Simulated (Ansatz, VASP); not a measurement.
# BiTe in VASP and in Ansatz

File INCAR:

```
PREC = Accurate ; ENCUT = 600
EDIFF = 1E-7 ; ISMEAR = -1
SIGMA = 0.05 ; LREAL = F
LASPH = T ; NELM = 60
ALGO = Normal ; ISIF = 3
LWAVE = F ; LCHARG = F
GGA = RE ; IVDW = 13
IBRION = 2 ; NSW = 60
EDIFFG = -0.01
```

The input KPOINTS:

```
regular mesh
0
Gamma
  7 7 7
```

The input POSCAR:

```
BiTe
1.0
    0.0000000000      3.2350000000      3.2350000000
    3.2350000000      0.0000000000      3.2350000000
    3.2350000000      3.2350000000      0.0000000000
Bi Te
1 1
Direct
    0.0000000000      0.0000000000      0.0000000000
    0.5000000000      0.5000000000      0.5000000000
```

input.yaml

```yaml
crystal:
  lattice:
    - [0.0, 3.235, 3.235]
    - [3.235, 0.0, 3.235]
    - [3.235, 3.235, 0.0]
  atoms:
    - { symbol: Bi, position: [0.0, 0.0, 0.0] }
    - { symbol: Te, position: [0.5, 0.5, 0.5] }
hamiltonian:
  xc: revpbe
  pseudopotentials: { kind: paw }
  dispersion: d4
kpoints:
  mp_grid: { grid: [7, 7, 7] }
scf:
  occupations: { method: fermi_dirac, width: 0.05 }
output:
  forces: true
  stress: true
  eigenvalues: true
  write_density: true
  write_potential: true
  elf: true
  volumetric_format: npy
relax:
  f_tol: 0.01
  max_steps: 40
  cell: { stress_tol: 0.05 }
```

Alike in both runs: task relaxation of cell and atoms; functional revPBE; dispersion D4; k mesh 7 × 7 × 7; occupations fermi-dirac, width 0.05 eV; no spin polarisation.

```csv
,VASP,Ansatz
version,VASP 6.6.1,Ansatz 0.2.0
potentials or method,"VASP PAW PBE potentials, release 64 (Bi_d, Te)",Ansatz PAW
plane-wave cutoff (eV),600,420
valence electrons in the cell,21,31
```

```tsv
	VASP	Ansatz	Ansatz less VASP
gap on the k mesh at the Fermi level, each at its own relaxed structure (eV)	none	none	-
relaxed volume (Å³/atom)	32.70	32.72	+0.020
relaxed cell length with the largest relative difference (Å)	4.523	4.523	+0.0009
```

VASP's potentials were made for PBE, not for revPBE. A gap of «none» marks a metal or a gap that the smearing closes. VASP's potentials hold 21 valence electrons a cell and Ansatz's 31, so a difference there can come from the potentials and not from the codes.

Neither program's run includes spin-orbit coupling. Noted on Ansatz's run: the plane-wave basis is chosen anew once the cell has moved, so the energies of steps on either side of that aren't comparable.
